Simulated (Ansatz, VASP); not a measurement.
**One calculation of AlN, two programs**

```
CELL_PARAMETERS angstrom
3.11100 0.00000 0.00000
-1.55550 2.69421 0.00000
0.00000 0.00000 4.97800
ATOMIC_POSITIONS crystal
Al 0.33333 0.66667 0.00000
Al 0.66667 0.33333 0.50000
N 0.38992 0.69496 0.37524
N 0.66667 0.33333 0.88500
```

Alike in both runs: task single point; functional PBE; k mesh 12 × 12 × 6; occupations gaussian, width 0.05 eV; no spin polarisation.

|  | VASP | Ansatz |
| --- | --- | --- |
| version | VASP 6.6.1 | Ansatz 0.2.0 |
| potentials or method | VASP PAW PBE potentials, release 64 (Al, N), cutoff 520 eV | scalar-relativistic, plane waves, PAW |
| valence electrons in the cell | 16 | 16 |

Ansatz gave:

```
gap on the k mesh at the Fermi level (eV)                     : 4.06
least direct gap on the mesh (eV)                             : 4.06
pressure (GPa)                                                : 5.4
traceless stress, the component that is largest in VASP (GPa) : -4.58
rms of the force components (eV/Å)                            : 0.693
```

**Question.** Estimate VASP's values.

**Answer.** gap on the k mesh at the Fermi level (eV): 4.07; least direct gap on the mesh (eV): 4.07; pressure (GPa): 5.2; traceless stress, the component that is largest in VASP (GPa): -4.60; rms of the force components (eV/Å): 0.695.

Atom by atom the forces differ by 0.002 eV/Å (rms over components).
